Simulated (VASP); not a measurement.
**HfO2: single point with PBE+D3(BJ)**

HfO2:

```
Hf O
1.0
     3.58742    0.00000    0.00000
     0.00000    3.58742    0.00000
     0.00000    0.00000    5.21254
Hf O
2 4
Direct
  0.50000 0.50000 0.50000
  0.00000 0.00000 0.00000
  0.00000 0.50000 0.69741
  0.50000 0.00000 0.80259
  0.50000 0.00000 0.30259
  0.00000 0.50000 0.19741
```

```
Program             : VASP 6.6.1
Task                : single point
Functional          : PBE
Dispersion          : D3(BJ)
Potentials or basis : VASP PAW PBE potentials, release 64 (Hf_pv, O)
Cutoff              : 520 eV
k mesh              : 6 × 6 × 4
Occupations         : gaussian, width 0.02 eV
Spin                : no spin polarisation
```

```
Pressure                   : -3.3 GPa
Largest force              : 0.044 eV/Å
Band gap on the k mesh     : 4.65 eV, indirect (least direct gap 4.73 eV)
Dispersion energy per atom : -0.233 eV
```

Forces on the atoms (eV/Å):
```
Hf   0.000  0.000  0.000
Hf   0.000  0.000  0.000
O    0.000  0.000 -0.044
O    0.000  0.000  0.044
O    0.000  0.000  0.044
O    0.000  0.000 -0.044
```

Stress tensor (GPa, compression positive):
```
-3.36  0.00  0.00
 0.00 -3.36  0.00
 0.00  0.00 -3.22
```

Levels at points of the mesh, in eV from the valence-band top:
| k point | band 20 | band 21 | band 22 | band 23 | band 24 | band 25 |
| --- | --- | --- | --- | --- | --- | --- |
| (0.00, 0.00, 0.00) | -0.13 | -0.08 | -0.08 | 4.65 | 4.67 | 5.84 |
| (0.50, 0.00, 0.00) | -1.42 | -0.14 | -0.14 | 5.05 | 5.05 | 6.03 |
| (0.50, 0.50, 0.00) | -0.77 | -0.54 | -0.54 | 5.66 | 5.66 | 6.01 |
| (0.00, 0.00, 0.50) | -0.65 | 0.00 | 0.00 | 5.29 | 5.29 | 5.58 |
| (0.50, 0.00, 0.50) | -1.38 | -0.95 | -0.95 | 5.18 | 5.18 | 5.53 |
| (0.50, 0.50, 0.50) | -1.39 | -0.06 | -0.06 | 5.85 | 5.85 | 6.19 |

It took 120 s on 1 thread of AMD EPYC 7R13, with other jobs on the host, peak memory 0.19 GiB.

Caveat: spin-orbit coupling is left out, which moves the levels of the heavy elements. A k mesh can miss the band edges.
